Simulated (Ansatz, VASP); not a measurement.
# One calculation of KZrN, two programs

```xyz
3
Lattice="4.2096 0.0000 0.0000 0.0000 4.2096 0.0000 0.0000 0.0000 4.1727" Properties=species:S:1:pos:R:3 pbc="T T T"
K     0.0000    0.0000    0.0000
Zr    2.1048    2.1048    2.0864
N     2.1048    2.1048    0.0000
```

Change from the starting cell: species swapped into the DyCoC type (P4/mmm, No. 123).

Alike in both runs: functional PBE; k mesh 4 × 4 × 4; occupations gaussian, width 0.1 eV; no spin polarisation.

Ansatz relaxed the structure, and its values are those at the end. VASP's run is a single point on that final structure, the one shown.

|  | VASP | Ansatz |
| --- | --- | --- |
| version | VASP 6.6.1 | Ansatz 0.2.0 |
| potentials or method | VASP PAW PBE potentials, release 64 (K_sv, Zr_sv, N), cutoff 520 eV | scalar-relativistic, plane waves, PAW |
| valence electrons in the cell | 26 | 26 |

VASP gave:

| Quantity | Value |
| --- | --- |
| gap on the k mesh at the Fermi level (eV) | none |
| pressure (GPa) | 0.2 |

Q: Estimate Ansatz's values.

A: gap on the k mesh at the Fermi level (eV): none; pressure (GPa): 0.1.

A gap of «none» marks a metal or a gap that the smearing closes.

The k mesh is coarse, so the values compare programs but aren't converged.
